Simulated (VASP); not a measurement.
# Zn2Cd3Se5 (I-4m2) in VASP: single point with PBE

Aim: the single point of Zn2Cd3Se5 with PBE.

All numbers are computed with VASP 6.6.1; they aren't measurements. Logs are shortened: lines on timing, memory, paths and dates and some standing lists are left out, and cuts for length are marked.

## Step 1: The cell of the first run

It takes space group I-4m2 (No. 119, tetragonal). Conventional cell: a = 4.230 Å, b = 4.230 Å, c = 30.315 Å, α = 90.00°, β = 90.00°, γ = 90.00°. Within 3.3 Å of Zn (site symmetry 2mm) lie 4 Se at 2.51 Å. Cd (site symmetry 2mm) has 4 Se at 2.66 to 2.67 Å within 3.5 Å. Within 3.5 Å of Cd (site symmetry -4m2) lie 4 Se at 2.67 Å. Within 3.5 Å of Se (site symmetry -4m2) lie 4 Cd at 2.66 Å. Within 3.3 Å of Se (site symmetry 2mm) lie 2 Zn at 2.51 Å and 2 Cd at 2.67 Å. Se (site symmetry 2mm) has 2 Zn at 2.51 Å and 2 Cd at 2.67 Å within 3.3 Å.

## Step 2: Single point, PBE

Input file INCAR:

```
SYSTEM = Zn2Cd3Se5
ALGO = Normal
EDIFF = 1E-6
ENCUT = 520
GGA = PE
ISIF = 2
ISMEAR = 0
LASPH = .True.
LCHARG = .False.
LREAL = .False.
LWAVE = .False.
NBANDS = 56
NELM = 80
PREC = Accurate
SIGMA = 0.1
```

Input file KPOINTS:

```
k-points
0
Gamma
  4 4 4
  0 0 0
```

Input file POSCAR:

```
Zn2Cd3Se5
1.0
    0.0000000000     -4.2304984000      0.0000000000
    4.2304984000      0.0000000000      0.0000000000
   -2.1152492000      2.1152492000     15.1574104000
Zn Cd Se
2 3 5
Direct
    0.9017190000      0.9017190000      0.8034380000
    0.0982810000      0.0982810000      0.1965620000
    0.6965750000      0.6965750000      0.3931500000
    0.3034250000      0.3034250000      0.6068500000
    0.5000000000      0.5000000000      1.0000000000
    0.2500000000      0.7500000000      0.5000000000
    0.8571100000      0.3571100000      0.7142200000
    0.4463280000      0.9463280000      0.8926560000
    0.0536720000      0.5536720000      0.1073440000
    0.6428900000      0.1428900000      0.2857800000
```

Potentials or basis: VASP PAW PBE potentials, release 64 (Zn, Cd, Se).

On the command line:

```bash
> cat potpaw_PBE.64/Zn/POTCAR potpaw_PBE.64/Cd/POTCAR potpaw_PBE.64/Se/POTCAR > POTCAR
> mpirun -np 1 vasp_std > vasp.out
```

OUTCAR:

```text
SYSTEM = Zn2Cd3Se5
   EDIFF = 1E-6
   ENCUT = 520
   GGA = PE
   ISIF = 2
   ISMEAR = 0
   LASPH = .True.
   LREAL = .False.
   NELM = 80
   PREC = Accurate

 ion  position               nearest neighbor table
   1  0.902  0.902  0.803-   8 2.51   7 2.51   8 2.51   7 2.51
   2  0.098  0.098  0.197-  10 2.51   9 2.51  10 2.51   9 2.51
   3  0.697  0.697  0.393-   6 2.66   6 2.66  10 2.67  10 2.67
   4  0.303  0.303  0.607-   6 2.66   6 2.66   7 2.67   7 2.67
   5  0.500  0.500  0.000-   9 2.67   8 2.67   9 2.67   8 2.67
   6  0.250  0.750  0.500-   4 2.66   3 2.66   4 2.66   3 2.66
   7  0.857  0.357  0.714-   1 2.51   1 2.51   4 2.67   4 2.67
   8  0.446  0.946  0.893-   1 2.51   1 2.51   5 2.67   5 2.67
   9  0.054  0.554  0.107-   2 2.51   2 2.51   5 2.67   5 2.67
  10  0.643  0.143  0.286-   2 2.51   2 2.51   3 2.67   3 2.67

  LATTYP: Found a body centered tetragonal cell.
 ALAT       =     4.2304984000
 C/A-ratio  =     7.1657799941

  Lattice vectors:

 A1 = (  -2.1152492000,  -2.1152492000, -15.1574104000)
 A2 = (   2.1152492000,   2.1152492000, -15.1574104000)
 A3 = (   2.1152492000,  -2.1152492000,  15.1574104000)

Analysis of symmetry for initial positions (statically):
=====================================================================
 Subroutine PRICEL returns:
 Original cell was already a primitive cell.

 Routine SETGRP: Setting up the symmetry group for a
 body centered tetragonal supercell.

 Subroutine GETGRP returns: Found  8 space group operations
 (whereof  8 operations were pure point group operations)
 out of a pool of 16 trial point group operations.

The static configuration has the point symmetry D_2d.

Analysis of symmetry for dynamics (positions and initial velocities):
=====================================================================
 Subroutine PRICEL returns:
 Original cell was already a primitive cell.

 Routine SETGRP: Setting up the symmetry group for a
 body centered tetragonal supercell.

 Subroutine GETGRP returns: Found  8 space group operations
 (whereof  8 operations were pure point group operations)
 out of a pool of 16 trial point group operations.

The dynamic configuration has the point symmetry D_2d.

 Subroutine INISYM returns: Found  8 space group operations
 (whereof  8 operations are pure point group operations),
 and found     1 'primitive' translations

----------------------------------------------------------------------------------------

                                     Primitive cell

  volume of cell :     271.2739

  direct lattice vectors                    reciprocal lattice vectors
     0.000000000 -4.230498400  0.000000000     0.000000000 -0.236378768  0.032987165
     4.230498400  0.000000000  0.000000000     0.236378768  0.000000000  0.032987165
    -2.115249200  2.115249200 15.157410400     0.000000000  0.000000000  0.065974330

  length of vectors
     4.230498400  4.230498400 15.449778263     0.238669384  0.238669384  0.065974330

  position of ions in fractional coordinates (direct lattice)
     0.901719000  0.901719000  0.803438000
     0.098281000  0.098281000  0.196562000
     0.696575000  0.696575000  0.393150000
     0.303425000  0.303425000  0.606850000
     0.500000000  0.500000000  0.000000000
     0.250000000  0.750000000  0.500000000
     0.857110000  0.357110000  0.714220000
     0.446328000  0.946328000  0.892656000
     0.053672000  0.553672000  0.107344000
     0.642890000  0.142890000  0.285780000

  ion indices of the primitive-cell ions
   primitive index   ion index
                 1           1
                 2           2
                 3           3
                 4           4
                 5           5
                 6           6
                 7           7
                 8           8
                 9           9
                10          10

----------------------------------------------------------------------------------------

 KPOINTS: k-points

Automatic generation of k-mesh.
 Grid dimensions read from file:
 generate k-points for:    4    4    4

 Generating k-lattice:

  Cartesian coordinates                     Fractional coordinates (reciprocal lattice)
     0.000000000 -0.059094692  0.008246791     0.250000000  0.000000000  0.000000000
     0.059094692  0.000000000  0.008246791     0.000000000  0.250000000  0.000000000
     0.000000000  0.000000000  0.016493583     0.000000000  0.000000000  0.250000000

  Length of vectors
     0.059667346  0.059667346  0.016493583

  Shift w.r.t. Gamma in fractional coordinates (k-lattice)
     0.000000000  0.000000000  0.000000000

 Subroutine IBZKPT returns following result:
 ===========================================

 Found     13 irreducible k-points:

 Following reciprocal coordinates:
            Coordinates               Weight
  0.000000  0.000000  0.000000      1.000000
  0.250000  0.000000  0.000000      8.000000
  0.500000  0.000000  0.000000      4.000000
  0.250000  0.250000  0.000000      8.000000
  0.500000  0.250000  0.000000     16.000000
 -0.250000  0.250000  0.000000      4.000000
  0.500000  0.500000  0.000000      2.000000
  0.000000  0.000000  0.250000      2.000000
  0.250000  0.000000  0.250000      8.000000
  0.500000  0.000000  0.250000      4.000000
  0.250000  0.250000  0.250000      4.000000
  0.500000  0.500000  0.250000      2.000000
  0.000000  0.000000  0.500000      1.000000
   k-points           NKPTS =     13   k-points in BZ     NKDIM =     13   number of bands    NBANDS=     56
   number of dos      NEDOS =    301   number of ions     NIONS =     10
   total plane-waves  NPLWV = 122880
   dimension x,y,z NGX =    32 NGY =   32 NGZ =  120
   dimension x,y,z NGXF=    64 NGYF=   64 NGZF=  240
   ions per type =               2   3   5
   NGX,Y,Z   is equivalent  to a cutoff of  12.58, 12.58, 12.91 a.u.
   NGXF,Y,Z  is equivalent  to a cutoff of  25.15, 25.15, 25.82 a.u.
 SYSTEM =  Zn2Cd3Se5
   PREC   = accura    normal or accurate (medium, high low for compatibility)
   ISTART =      0    job   : 0-new  1-cont  2-samecut
   ICHARG =      2    charge: 1-file 2-atom 10-const
   ISPIN  =      1    spin polarized calculation?
   LNONCOLLINEAR =      F non collinear calculations
   LSORBIT =      F    spin-orbit coupling
   LASPH  =      T    aspherical Exc in radial PAW
   ENCUT  =  520.0 eV  38.22 Ry    6.18 a.u.   7.87  7.87 28.73*2*pi/ulx,y,z
   NELM   =     80;   NELMIN=  2; NELMDL= -5     # of ELM steps
   EDIFF  = 0.1E-05   stopping-criterion for ELM
   LREAL  =      F    real-space projection
   EDIFFG = 0.1E-04   stopping-criterion for IOM
   NSW    =      0    number of steps for IOM
   IBRION =     -1    ionic relax: 0-MD 1-quasi-New 2-CG
   NFREE  =      0    steps in history (QN), initial steepest desc. (CG)
   ISIF   =      2    stress and relaxation
   ISYM   =      2    0-nonsym 1-usesym 2-fastsym
   POTIM  = 0.5000    time-step for ionic-motion
   TEBEG  =    0.0;   TEEND  =   0.0 temperature during run
   PSTRESS=    0.0 pullay stress
   NELECT =      90.0000    total number of electrons
   NUPDOWN=      -1.0000    fix difference up-down
   EMIN   =  10.00;   EMAX   =-10.00  energy-range for DOS
   EFERMI =   0.00;   METHOD = LEGACY
   ISMEAR =     0;   SIGMA  =   0.10  broadening in eV -4-tet -1-fermi 0-gaus
   EFERMI_NEDOS =   21; number of points for ismear=-14 and -15
   IALGO  =     38    algorithm
   IMIX   =      4    mixing-type and parameters
     AMIX     =   0.40;   BMIX     =  1.00
     AMIX_MAG =   1.60;   BMIX_MAG =  1.00
  volume/ion in A,a.u.               =      27.13       183.06
  Fermi-wavevector in a.u.,A,eV,Ry     =   1.133321  2.141666 17.475550  1.284417
  Thomas-Fermi vector in A             =   2.270024
   LORBIT       =      0    0 simple, 1 ext, 2 COOP (PROOUT), +10 PAW based schemes
   GGA     = PE    functional components
   LHFCALC =     F    Hartree Fock is set to
   AEXX    =    0.0000 exact exchange contribution
   IVDW    =     0    specifies the selected vdW correction
   LEPSILON=     F    determine dielectric tensor
   LRPA    =     F    only Hartree local field effects (RPA)
 non-spin polarized calculation
 Gauss-broadening in eV      SIGMA  =   0.10
  energy-cutoff  :      520.00
  volume of cell :      271.27
 maximum number of plane-waves:      7326
   NGX = 15   NGY = 15   NGZ = 57

 number of electron      90.0000003 magnetization

 Free energy of the ion-electron system (eV)
  ---------------------------------------------------
  ext. energy  EPLUGINS =         0.00000000
  ---------------------------------------------------
  free energy    TOTEN  =       -28.34736001 eV

  energy without entropy =      -28.34735991  energy(sigma->0) =      -28.34735996

 E-fermi :   1.2023     XC(G=0):  -8.8492

 val. band max:        0.8786970375   @ k =   0.0000   0.0000   0.0000
 cond. band min:       1.5149290425   @ k =   0.0000   0.0000   0.0000
 fundamental gap:      0.6362320050
 Fermi energy:         1.2022666500

 k-point     1 :       0.0000    0.0000    0.0000
  band No.  band energies     occupation
      1     -11.7643      2.00000
      2     -11.6396      2.00000
      3     -11.4103      2.00000
      4     -11.1567      2.00000
      5     -11.1270      2.00000
      6      -6.9406      2.00000
[... 48 lines left out ...]
     55       6.7588      0.00000
     56       6.7634      0.00000

 k-point     2 :       0.2500    0.0000    0.0000
  band No.  band energies     occupation
      1     -11.5928      2.00000
      2     -11.5075      2.00000
      3     -11.3201      2.00000
      4     -11.1625      2.00000
      5     -11.1234      2.00000
      6      -6.9158      2.00000
[... 48 lines left out ...]
     55       6.8942      0.00000
     56       7.1327      0.00000
[... 588 lines left out ...]
     55       6.1559      0.00000
     56       7.2533      0.00000

 k-point    13 :       0.0000    0.0000    0.5000
  band No.  band energies     occupation
      1     -11.7429      2.00000
      2     -11.6816      2.00000
      3     -11.3479      2.00000
      4     -11.2397      2.00000
      5     -11.0859      2.00000
      6      -6.9338      2.00000
[... 48 lines left out ...]
     55       6.3186      0.00000
     56       7.0728      0.00000

------------------------ aborting loop because EDIFF is reached ----------------------------------------

  FORCE on cell =-STRESS in cart. coord.  units (eV):
  Direction    XX          YY          ZZ          XY          YZ          ZX
  --------------------------------------------------------------------------------------
  -------------------------------------------------------------------------------------
  Total        0.6688603      0.6688603      0.2384171      0.0000000     -0.0000000      0.0000000
  in kB        3.9503712      3.9503712      1.4081206      0.0000000     -0.0000000      0.0000000
  external PRESSURE =       3.1029543 kB  Pullay stress =       0.0000000 kB

 VOLUME and BASIS-vectors are now :
 -----------------------------------------------------------------------------
  energy-cutoff  :      520.00
  volume of cell :      271.27
      direct lattice vectors                 reciprocal lattice vectors
     0.000000000 -4.230498400  0.000000000     0.000000000 -0.236378768  0.032987165
     4.230498400  0.000000000  0.000000000     0.236378768  0.000000000  0.032987165
    -2.115249200  2.115249200 15.157410400     0.000000000  0.000000000  0.065974330

 POSITION                                       TOTAL-FORCE (eV/Angst)
 -----------------------------------------------------------------------------------
      2.11525     -2.11525     12.17804        -0.000000     -0.000000      0.000282
      0.00000      0.00000      2.97937        -0.000000     -0.000000     -0.000282
      2.11525     -2.11525      5.95914        -0.000000     -0.000000      0.000146
     -0.00000      0.00000      9.19827        -0.000000     -0.000000     -0.000146
      2.11525     -2.11525      0.00000        -0.000000     -0.000000      0.000000
      2.11525      0.00000      7.57871        -0.000000     -0.000000      0.000000
      0.00000     -2.11525     10.82573        -0.000000     -0.000000      0.021656
      2.11525      0.00000     13.53035        -0.000000      0.000000     -0.019476
      2.11525      0.00000      1.62706         0.000000     -0.000000      0.019476
      0.00000     -2.11525      4.33168        -0.000000     -0.000000     -0.021656
 -----------------------------------------------------------------------------------
    total drift:                                0.000000      0.000000      0.000000

  FREE ENERGIE OF THE ION-ELECTRON SYSTEM (eV)
  ---------------------------------------------------
  free  energy   TOTEN  =       -28.3473600139 eV

  energy  without entropy=      -28.3473599119  energy(sigma->0) =      -28.34735996
```

It took 5.3 min on 1 thread of AMD EPYC, shared host; peak memory 0.41 GiB.

Results:

* Free energy: -28.3474 eV
* Pressure: 0.3 GPa
* Largest force: 0.022 eV/Å
* Band gap on the k mesh: 0.64 eV

Forces on the atoms (eV/Å):
```
Zn   0.000  0.000  0.000
Zn   0.000  0.000  0.000
Cd   0.000  0.000  0.000
Cd   0.000  0.000  0.000
Cd   0.000  0.000  0.000
Se   0.000  0.000  0.000
Se   0.000  0.000  0.022
Se   0.000  0.000 -0.019
Se   0.000  0.000  0.019
Se   0.000  0.000 -0.022
```

A k mesh can miss the band edges.
